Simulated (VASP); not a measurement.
A run of VASP 6.6.1 is set up as follows.

The input INCAR:

```
PREC     = Accurate       # precision mode
ENCUT    = 600            # plane-wave cutoff, eV
EDIFF    = 1E-6           # SCF threshold, eV
ISMEAR   = 0              # smearing method
SIGMA    = 0.02           # smearing width, eV
LREAL    = False          # projectors in reciprocal space
LASPH    = True           # aspherical terms in the spheres
NELM     = 60             # most SCF steps
ALGO     = Normal         # electronic algorithm
ISIF     = 3              # what is computed and relaxed
LWAVE    = False          # write WAVECAR
LCHARG   = False          # write CHGCAR
GGA      = PE             # functional
IVDW     = 12             # dispersion correction
IBRION   = 2              # ionic algorithm
NSW      = 70             # ionic steps
EDIFFG   = -0.008         # ionic threshold
PSTRESS  = 120.0
```

File KPOINTS:

```
Automatic mesh
0
Gamma
  12 12 6
```

File POSCAR:

```
WS2
1.0
    3.0368376416      0.0000000000      0.0000000000
   -1.5184188208      2.6299785448      0.0000000000
    0.0000000000      0.0000000000      6.2065908043
W S
1 2
Direct
    0.3333333333      0.6666666667      0.0000000000
    0.6666666667      0.3333333333      0.7522689663
    0.6666666667      0.3333333333      0.2477310337
```

Potentials or basis: VASP PAW PBE potentials, release 64 (W_sv, S).

Run with:

```sh
$ cat potpaw_PBE.64/W_sv/POTCAR potpaw_PBE.64/S/POTCAR > POTCAR
$ mpirun -np 1 vasp_std > vasp.out
```

(1) Predict the space group after relaxing (to 0.1 Å).

(2) Estimate the band gap on the k mesh.

## Answers

(1) P-6m2 (No. 187).

(2) 0.75 eV (least direct gap 2.01 eV).

Caveat: the cell is relaxed towards a set pressure, so the run minimises the enthalpy, not the energy; spin-orbit coupling is left out, which moves the levels of the heavy elements.
